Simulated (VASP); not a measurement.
Lu:

```
Lu
1.0
     3.51000    0.00000    0.00000
    -1.75500    3.03975    0.00000
     0.00000    0.00000    5.56335
Lu
2
Cartesian
  0.0000 2.0265 4.1725
  1.7550 1.0132 1.3908
```

- Program: VASP 6.6.1
- Task: relaxation of cell and atoms
- Functional: PBE
- Potentials or basis: VASP PAW PBE potentials, release 64 (Lu)
- Cutoff: 600 eV
- k mesh: 6 × 6 × 4
- Occupations: gaussian, width 0.05 eV
- Spin: no spin polarisation

At the start: pressure -0.9 GPa; volume 29.68 Å³/atom.

Question: Where does the relaxation end?

Answer: Over 5 steps the energy falls by 5.2 meV/atom and the volume is 29.12 Å³/atom (-1.9 %); space group P6_3/mmc (No. 194, to 0.05 Å).

Step by step:
```csv
step,energy change (eV),largest force (eV/Å),pressure (GPa),volume (Å³)
1,0.0000,0.0000,-0.85,59.36
2,-0.0097,0.0000,0.24,58.00
3,-0.0097,0.0000,0.34,57.95
4,-0.0103,0.0000,-0.12,58.32
5,-0.0103,0.0000,0.06,58.24
```

Final structure:
```
CELL_PARAMETERS angstrom
3.51887 0.00000 0.00000
-1.75943 3.04743 0.00000
0.00000 0.00000 5.43115
ATOMIC_POSITIONS crystal
Lu 0.33333 0.66667 0.75000
Lu 0.66667 0.33333 0.25000
```
